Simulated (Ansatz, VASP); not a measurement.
GaGe: VASP beside Ansatz

The input POSCAR:

```
GaGe
1.0
    0.0000000000      2.8978440000      2.8978440000
    2.8978440000      0.0000000000      2.8978440000
    2.8978440000      2.8978440000      0.0000000000
Ge Ga
1 1
Direct
    0.0000000000      0.0000000000      0.0000000000
    0.2500000000      0.2500000000      0.2500000000
```

File INCAR.step1:

```
ALGO = Normal
EDIFF = 1E-4
ENCUT = 520
GGA = PE
GGA_COMPAT = F
ISMEAR = -1
LASPH = T
LCHARG = F
LREAL = F
LSORBIT = T
LWAVE = T
MAGMOM = 0 0 0 0 0 0
NBANDS = 39
NELM = 150
PREC = Accurate
SIGMA = 0.05
```

Contents of INCAR.step2:

```
ALGO = Normal
EDIFF = 1E-6
ENCUT = 520
GGA_COMPAT = F
ISIF = 2
ISMEAR = -1
ISTART = 1
LASPH = T
LCHARG = F
LMIXTAU = T
LORBIT = 11
LORBMOM = T
LREAL = F
LSORBIT = T
LWAVE = F
MAGMOM = 0 0 0 0 0 0
METAGGA = R2SCAN
NBANDS = 39
NELM = 150
PREC = Accurate
SIGMA = 0.05
```

File KPOINTS:

```
k-points
0
Gamma
  6 6 6
```

Contents of input.yaml:

```yaml
crystal:
  lattice:
    - [0.0, 2.897844, 2.897844]
    - [2.897844, 0.0, 2.897844]
    - [2.897844, 2.897844, 0.0]
  atoms:
    - { symbol: Ge, position: [0.0, 0.0, 0.0] }
    - { symbol: Ga, position: [0.25, 0.25, 0.25] }
hamiltonian:
  xc: r2scan
  pseudopotentials: { kind: paw_fr }
magnetization:
  noncollinear: true
  spin_orbit: true
kpoints:
  mp_grid: { grid: [6, 6, 6] }
  band_path:
    path:
      - [[0.0, 0.0, 0.0], [0.5, 0.0, 0.5], [0.5, 0.25, 0.75], [0.375, 0.375, 0.75], [0.0, 0.0, 0.0], [0.5, 0.5, 0.5], [0.625, 0.25, 0.625], [0.5, 0.25, 0.75], [0.5, 0.5, 0.5], [0.375, 0.375, 0.75]]
      - [[0.625, 0.25, 0.625], [0.5, 0.0, 0.5]]
    npoints: 14
scf:
  occupations: { method: fermi_dirac, width: 0.05 }
  n_extra_bands: 6
output:
  forces: true
  stress: true
  eigenvalues: true
  fatbands: true
```

Alike in both runs: functional r2SCAN; k mesh 6 × 6 × 6; occupations fermi-dirac, width 0.05 eV; non-collinear spin, spin-orbit coupling.

|  | VASP | Ansatz |
| --- | --- | --- |
| version | VASP 6.6.1 | Ansatz 0.2.0 |
| potentials or method | VASP PAW PBE potentials, release 64 (Ge_d, Ga_d) | Ansatz PAW |
| plane-wave cutoff (eV) | 520 | 500 |
| valence electrons in the cell | 27 | 27 |
| task | single point | band structure |

Ansatz gave:

| Quantity | Value |
| --- | --- |
| pressure (GPa) | -2.3 |

Estimate VASP's values.

pressure (GPa): -2.2.

VASP's potentials were made for PBE, not for r2SCAN.
